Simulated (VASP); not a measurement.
CuO:

```
CELL_PARAMETERS angstrom
2.82072 0.00000 0.00000
0.03828 2.82050 0.00000
0.01714 0.01689 5.07067
ATOMIC_POSITIONS crystal
Cu 0.00000 0.50000 0.00000
Cu 0.50000 0.00000 0.50000
O 0.99842 0.00167 0.74989
O 0.00158 0.99833 0.25011
```

Base run:

```yaml
Program: VASP 6.6.1
Functional: PBEsol
Potentials_or_basis: VASP PAW PBE potentials, release 64 (Cu, O)
Cutoff: 520 eV
k_mesh: 9 × 9 × 5
Occupations: fermi-dirac, width 0.05 eV
Spin: no spin polarisation
```

Its results: band gap on the k mesh zero (band 17 reaches 6.65 eV, above the bottom of band 18 at 5.63 eV); pressure 10.7 GPa; largest force 0.013 eV/Å.

Q: The run is repeated on the same cell with these changes: functional from PBEsol to PBE. What comes out?

A: Band gap on the k mesh zero (band 17 reaches 6.81 eV, above the bottom of band 18 at 5.82 eV); pressure 19.5 GPa; largest force 0.013 eV/Å.

PBE binds less tightly than PBEsol, so the same cell stands under more pressure.

Caveats: semilocal functionals often make such compounds metallic where correlation or magnetic order opens a gap, which also shifts bond lengths; the PAW data sets were made with another functional, which shifts forces and pressure a little (some runs).
